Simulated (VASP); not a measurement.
Wanted: the native input for a VASP 6.6.1 run.

* Task: single point
* Functional: PBE
* Potentials or basis: VASP PAW PBE potentials, release 64 (La, Sc_sv, F)
* Cutoff: 520 eV
* k mesh: 4 × 4 × 4
* Occupations: gaussian, width 0.1 eV
* Spin: collinear spin
* Starting moments: [0.0, 1.0, 1.0, 0.0] μB
* Dipole correction: no
* Further INCAR settings: ALGO = Normal; EDIFF = 1e-06; NBANDS = 32

The structure of LaSc2F lies in POSCAR:

```
LaSc2F
1.0
   -3.1015980040      3.1015980040      2.6264692973
    3.1015980040     -3.1015980040      2.6264692973
    3.1015980040      3.1015980040     -2.6264692973
La Sc F
1 2 1
Direct
    0.5000000000      0.5000000000      0.0000000000
    0.5000000000      0.0000000000      0.5000000000
    0.0000000000      0.5000000000      0.5000000000
    0.0000000000      0.0000000000      0.0000000000
```

The cell was generated, and may not be a known phase.

The input as run:

INCAR

```
  PREC = Accurate
  ENCUT = 520
  EDIFF = 1E-6
  ISMEAR = 0
  SIGMA = 0.1
  LREAL = False
  LASPH = True
  NELM = 150
  ALGO = Normal
  ISIF = 2
  LWAVE = False
  LCHARG = False
  ISPIN = 2
  MAGMOM = 0 1 1 0
  LORBIT = 11
  LMAXMIX = 6
  GGA = PE
  NBANDS = 32
```

KPOINTS

```
regular mesh
0
Gamma
  4 4 4
```

Potentials or basis: VASP PAW PBE potentials, release 64 (La, Sc_sv, F).

The run is started by

```console
$ cat potpaw_PBE.64/La/POTCAR potpaw_PBE.64/Sc_sv/POTCAR potpaw_PBE.64/F/POTCAR > POTCAR
$ mpirun -np 1 vasp_std > vasp.out
```

Results of the run:

```
Pressure                                              : 0.0 GPa
Band gap on the k mesh                                : zero (filled and empty bands overlap)
Net moment                                            : 0.00 μB per cell
Valence electrons inside the program's atomic spheres : La 8.59; Sc 9.57; F 6.03
```

Caveat: the k points lie up to 0.39 Å⁻¹ apart, too coarse for converged energies and pressures of a metal; spin-orbit coupling is left out, which moves the levels of the heavy elements.

Wall time 2.9 min on 1 thread of Oxide Virtual Turin-like Processor, with other jobs on the host, peak memory 0.29 GiB.
